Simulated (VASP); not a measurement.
# Te (P6_3/mmc) in VASP: further runs, part 2 of 2

VASP 6.6.1. Earlier steps stand in the parts before.

## 4. Relaxation of cell and atoms, PBE

This run uses another cell than the first one, of 31.38 Å³/atom, 0.845 times its volume.

File INCAR:

```
SYSTEM = Te
  PREC = Accurate
  ENCUT = 600
  EDIFF = 1E-6
  ISMEAR = 0
  SIGMA = 0.1
  LREAL = .FALSE.
  LASPH = .TRUE.
  NELM = 60
  ALGO = Normal
  ISIF = 3
  LWAVE = .FALSE.
  LCHARG = .FALSE.
  GGA = PE
  IBRION = 2
  NSW = 100
  EDIFFG = -0.01
```

File KPOINTS:

```
regular mesh
0
G
  15 15 4
  0 0 0
```

File POSCAR:

```
Te
1.0
    3.5161374505      0.0000000000      0.0000000000
   -1.7580687252      3.0450643553      0.0000000000
    0.0000000000      0.0000000000     11.7238002351
Te
4
Direct
    0.3333333333      0.6666666667      0.1326879684
    0.6666666667      0.3333333333      0.6326879684
    0.3333333333      0.6666666667      0.3673120316
    0.6666666667      0.3333333333      0.8673120316
```

Potentials or basis: VASP PAW PBE potentials, release 64 (Te).

Run with:

```bash
> cat potpaw_PBE.64/Te/POTCAR > POTCAR
> mpirun -np 1 vasp_std > vasp.out
```

OUTCAR:

```text
SYSTEM = Te
   PREC = Accurate
   ENCUT = 600
   EDIFF = 1E-6
   ISMEAR = 0
   LREAL = .FALSE.
   LASPH = .TRUE.
   NELM = 60
   ISIF = 3
   GGA = PE
   IBRION = 2
   NSW = 100
   EDIFFG = -0.01

 ion  position               nearest neighbor table
   1  0.333  0.667  0.133-   3 2.75
   2  0.667  0.333  0.633-   4 2.75
   3  0.333  0.667  0.367-   1 2.75
   4  0.667  0.333  0.867-   2 2.75

  LATTYP: Found a hexagonal cell.
 ALAT       =     3.5161374505
 C/A-ratio  =     3.3342838271

  Lattice vectors:

 A1 = (   3.5161374505,   0.0000000000,   0.0000000000)
 A2 = (  -1.7580687252,   3.0450643553,   0.0000000000)
 A3 = (   0.0000000000,   0.0000000000,  11.7238002351)

[... 373 lines left out ...]

 number of electron      24.0000000 magnetization

 Free energy of the ion-electron system (eV)
  ---------------------------------------------------
  ext. energy  EPLUGINS =         0.00000000
  ---------------------------------------------------
  free energy    TOTEN  =       -11.72347250 eV

  energy without entropy =      -11.71211502  energy(sigma->0) =      -11.71779376

 E-fermi :   6.0554     XC(G=0):  -9.3240

 val. band max:        6.0401235094   @ k =   0.1333   0.0667   0.0000
 cond. band min:       6.0602502309   @ k =   0.2000   0.2000   0.2500
 fundamental gap:      0.0201267215
 Fermi energy:         6.0554454209

 k-point     1 :       0.0000    0.0000    0.0000
  band No.  band energies     occupation
      1      -7.3435      2.00000
      2      -6.8554      2.00000
      3      -5.4468      2.00000
      4      -4.1809      2.00000
      5       0.3034      2.00000
      6       3.3734      2.00000
[... 433 lines left out ...]
      3      -3.4103      2.00000
      4      -3.0803      2.00000
      5       1.2381      2.00000
      6       1.4312      2.00000
[... 8 lines left out ...]
     15       8.2695      0.00000
     16       9.1369      0.00000

 [... further k-points ...]
[... 5 lines left out ...]
  --------------------------------------------------------------------------------------
  -------------------------------------------------------------------------------------
  Total        0.0126527      0.0126527      0.0122691      0.0000000      0.0000000      0.0000000
  in kB        0.1540778      0.1540778      0.1494066      0.0000000      0.0000000      0.0000000
  external PRESSURE =       0.1525208 kB  Pullay stress =       0.0000000 kB
[... 19 lines left out ...]
  FREE ENERGIE OF THE ION-ELECTRON SYSTEM (eV)
  ---------------------------------------------------
  free  energy   TOTEN  =       -11.7234724952 eV

  energy  without entropy=      -11.7121150177  energy(sigma->0) =      -11.71779376

 reached required accuracy - stopping structural energy minimisation
```

OSZICAR:

```text
N       E                     dE             d eps       ncg     rms          rms(c)
DAV:   1     0.125295326380E+03    0.12530E+03   -0.99585E+03  2592   0.137E+03
DAV:   2    -0.363907252347E+01   -0.12893E+03   -0.12689E+03  3664   0.181E+02
DAV:   3    -0.115540421985E+02   -0.79150E+01   -0.78026E+01  3288   0.514E+01
DAV:   4    -0.116934376199E+02   -0.13940E+00   -0.13918E+00  3120   0.774E+00
[... 129 lines left out ...]
DAV:   1    -0.117236265254E+02   -0.19709E-03   -0.78340E-03  2592   0.439E-01    0.508E-02
DAV:   2    -0.117235268683E+02    0.99657E-04   -0.23292E-04  2960   0.921E-02    0.312E-02
DAV:   3    -0.117234796976E+02    0.47171E-04   -0.64045E-05  2888   0.413E-02    0.120E-02
DAV:   4    -0.117234725551E+02    0.71425E-05   -0.19437E-05  2912   0.224E-02    0.111E-02
DAV:   5    -0.117234724952E+02    0.59889E-07   -0.83784E-07  1296   0.552E-03
  18 F= -.11723472E+02 E0= -.11717794E+02  d E =-.730373E-04
```

It took 31 min on 1 thread of Oxide Virtual Turin-like, shared host; peak memory 0.34 GiB.

What came out:

- Free energy: -11.7235 eV
- Relaxed volume: 32.89 Å³/atom
- Relaxed cell: a = 3.643 Å, b = 3.643 Å, c = 11.447 Å, α = 90.00°, β = 90.00°, γ = 120.00°
- Space group after relaxing (to 0.05 Å): P6_3/mmc (No. 194)
- Energy gained by relaxing: 13.1 meV/atom
- Ionic steps: 18
- Pressure after relaxing: 0.0 GPa
- Band gap on the k mesh: zero (band 12 reaches 8.16 eV, above the bottom of band 13 at 3.88 eV)

The path:
| step | energy change (eV) | largest force (eV/Å) | pressure (GPa) | volume (Å³) |
| --- | --- | --- | --- | --- |
| 1 | 0.0000 | 0.0739 | 0.33 | 125.53 |
| 2 | -0.0121 | 0.0655 | 0.31 | 126.70 |
| 3 | -0.0489 | 0.0831 | 0.53 | 130.19 |
| 4 | -0.0472 | 0.1917 | 0.67 | 131.07 |
| 5 | -0.0491 | 0.1139 | 0.56 | 130.44 |
| 6 | -0.0504 | 0.0386 | -0.38 | 133.68 |
| 7 | -0.0521 | 0.0272 | 0.01 | 132.26 |
| 8 | -0.0521 | 0.0255 | 0.00 | 132.30 |
| 9 | -0.0521 | 0.0053 | -0.03 | 132.13 |
| 10 | -0.0521 | 0.0076 | -0.02 | 132.15 |
| 11 | -0.0522 | 0.0102 | 0.00 | 132.01 |
| 12 | -0.0522 | 0.0165 | 0.06 | 131.68 |
| 13 | -0.0522 | 0.0140 | 0.04 | 131.65 |
| 14 | -0.0523 | 0.0062 | 0.04 | 131.56 |
| 15 | -0.0523 | 0.0087 | 0.01 | 131.39 |
| 16 | -0.0523 | 0.0015 | 0.03 | 131.47 |
| 17 | -0.0523 | 0.0007 | 0.03 | 131.50 |
| 18 | -0.0523 | 0.0017 | 0.02 | 131.57 |

Final structure:
```
Te
1.0
     3.64308    0.00000    0.00000
    -1.82154    3.15500    0.00000
     0.00000    0.00000   11.44689
Te
4
Direct
  0.33333 0.66667 0.13322
  0.66667 0.33333 0.63322
  0.33333 0.66667 0.36678
  0.66667 0.33333 0.86678
```

Levels at points of the mesh, in eV from the Fermi level:
```tsv
k point	band 10	band 11	band 12	band 13	band 14	band 15
(0.00, 0.00, 0.00)	0.74	0.74	2.02	2.02	2.55	2.55
(0.00, 0.00, 0.50)	0.57	1.78	1.78	2.30	2.30	2.30
```

Caveat: spin-orbit coupling is left out, which moves the levels of the heavy elements; this functional lacks dispersion, which binds the layers, so the pressure and a relaxed spacing across them are unreliable.

## 5. Summary

| task | cell | k mesh | cutoff (eV) | gap on the mesh (eV) | pressure (GPa) | relaxed volume (Å³/atom) | largest force (eV/Å) |
| --- | --- | --- | --- | --- | --- | --- | --- |
| relaxation of cell and atoms | relaxed from a = 4.058, b = 4.058, c = 10.418 Å, angles 90.0, 90.0, 120.0°, 4 atoms | 6 × 6 × 2 | 600 | none | 0.0 | 72.52 | 0.03 |
| single point | a = 3.644, b = 3.644, c = 11.464 Å, angles 90.0, 90.0, 120.0°, 4 atoms | 15 × 15 × 4 | 520 | none | 0.0 | - | 0.02 |
| relaxation of cell and atoms | relaxed from a = 3.516, b = 3.516, c = 11.724 Å, angles 90.0, 90.0, 120.0°, 4 atoms | 15 × 15 × 4 | 600 | none | 0.0 | 32.89 | - |

Alike in all rows: level PBE; potentials or basis VASP PAW PBE potentials, release 64 (Te); no spin polarisation; smearing gaussian 0.1 eV.

Caveats: spin-orbit coupling is left out, which moves the levels of the heavy elements; this functional lacks dispersion, which binds the layers, so the pressure and a relaxed spacing across them are unreliable; the volume moved by over 15 % at a fixed basis, so the end points are rough (some runs).

Total energies depend on the potentials used, so only differences within one code and one set of settings carry meaning.
